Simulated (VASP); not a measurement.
Here is a VASP 6.6.1 calculation.

The input INCAR:

```
ALGO     = Normal         # electronic algorithm
EDIFF    = 1E-7           # SCF threshold, eV
ENCUT    = 520            # plane-wave cutoff, eV
GGA      = PE             # functional
ISIF     = 2              # what is computed and relaxed
ISMEAR   = -1             # smearing method
IVDW     = 12             # dispersion correction
LASPH    = T              # aspherical terms in the spheres
LCHARG   = F              # write CHGCAR
LREAL    = Auto         
LWAVE    = F              # write WAVECAR
NBANDS   = 33             # bands
NELM     = 60             # most SCF steps
PREC     = Accurate       # precision mode
SIGMA    = 0.05           # smearing width, eV
```

The input KPOINTS:

```
Automatic mesh
0
Gamma
  2 2 2
  0.5 0.5 0.5
```

POSCAR

```
Be
1.0
   -0.0000000001      3.9828542700      3.6009000000
   -3.4492529773     -1.9914271350      3.6009000000
    3.4492529774     -1.9914271349      3.6009000000
Be
18
Direct
    0.3055555556      0.6388888889      0.3055555556
    0.6388888889      0.6388888889      0.9722222222
    0.3055555556      0.3055555556      0.6388888889
    0.3055555556      0.9722222222      0.9722222222
    0.6388888889      0.3055555556      0.3055555556
    0.9722222222      0.6388888889      0.6388888889
    0.9722222222      0.3055555556      0.9722222222
    0.6388888889      0.9722222222      0.6388888889
    0.9722222222      0.9722222222      0.3055555556
    0.3611111111      0.6944444444      0.6944444444
    0.6944444444      0.6944444444      0.3611111111
    0.3611111111      0.3611111111      0.0277777778
    0.3611111111      0.0277777778      0.3611111111
    0.6944444444      0.3611111111      0.6944444444
    0.0277777778      0.6944444444      0.0277777778
    0.0277777778      0.3611111111      0.3611111111
    0.6944444444      0.0277777778      0.0277777778
    0.0277777778      0.0277777778      0.6944444444
```

Potentials or basis: VASP PAW PBE potentials, release 64 (Be).

The run is started by

```console
$ cat potpaw_PBE.64/Be/POTCAR > POTCAR
$ mpirun -np 1 vasp_std > vasp.out
```

Problem. Estimate the band gap on the k mesh.

Solution. Zero (band 18 reaches 5.75 eV, above the bottom of band 19 at 5.61 eV).

Problem. Predict the largest force.

Solution. 0.015 eV/Å.

Problem. Estimate the pressure.

Solution. -10.9 GPa.

Problem. What does it give for the dispersion energy per atom?

Solution. -0.340 eV.

Stress tensor (GPa, compression positive):
```
 -9.15   0.00   0.00
  0.00  -9.15   0.00
  0.00   0.00 -14.30
```

Caveat: the k points lie up to 0.60 Å⁻¹ apart; pairwise dispersion overbinds metals, which lowers pressure and volume.
